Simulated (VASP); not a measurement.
Set up this calculation in VASP 6.6.1, as the native input.

- Task: single point
- Functional: PBEsol
- Potentials or basis: VASP PAW PBE potentials, release 64 (Na_pv, Cl)
- Cutoff: 520 eV
- k mesh: 9 × 9 × 9
- Occupations: fermi-dirac, width 0.03 eV
- Spin: no spin polarisation
- Dipole correction: no
- Further INCAR settings: ALGO = Normal; EDIFF = 1e-07; NBANDS = 14

The structure of NaCl lies in POSCAR:

```
NaCl
1.0
    2.8789409493      0.0000000000      0.0000000000
    0.0000000000      2.8789409493      0.0000000000
    0.0000000000      0.0000000000      2.8789409493
Na Cl
1 1
Direct
    0.0000000000      0.0000000000      0.0000000000
    0.5000000000      0.5000000000      0.5000000000
```

This cell differs from its parent crystal: volume scaled by 1.02.

These files were run (other wordings do the same):

INCAR

```
PREC = Accurate ; ENCUT = 520
EDIFF = 1E-7 ; ISMEAR = -1
SIGMA = 0.03 ; LREAL = F
LASPH = T ; NELM = 80
ALGO = Normal ; ISIF = 2
LWAVE = F ; LCHARG = T
GGA = PS ; LELF = T
LVHAR = T ; NBANDS = 14
```

KPOINTS

```
regular mesh
0
Gamma
  9 9 9
```

Potentials or basis: VASP PAW PBE potentials, release 64 (Na_pv, Cl).

Launch:

```sh
$ cat potpaw_PBE.64/Na_pv/POTCAR potpaw_PBE.64/Cl/POTCAR > POTCAR
$ mpirun -np 1 vasp_std > vasp.out
```

It gave:

```json
{
  "Pressure": "55.3 GPa",
  "Band gap on the k mesh": "4.63 eV, direct"
}
```

Caveat: the PAW data sets were made with another functional, which shifts forces and pressure a little.

Run time: 3.9 s on 1 thread of Intel(R) Xeon(R) 6975P-C (Granite Rapids), on a shared host, peak memory 0.13 GiB.
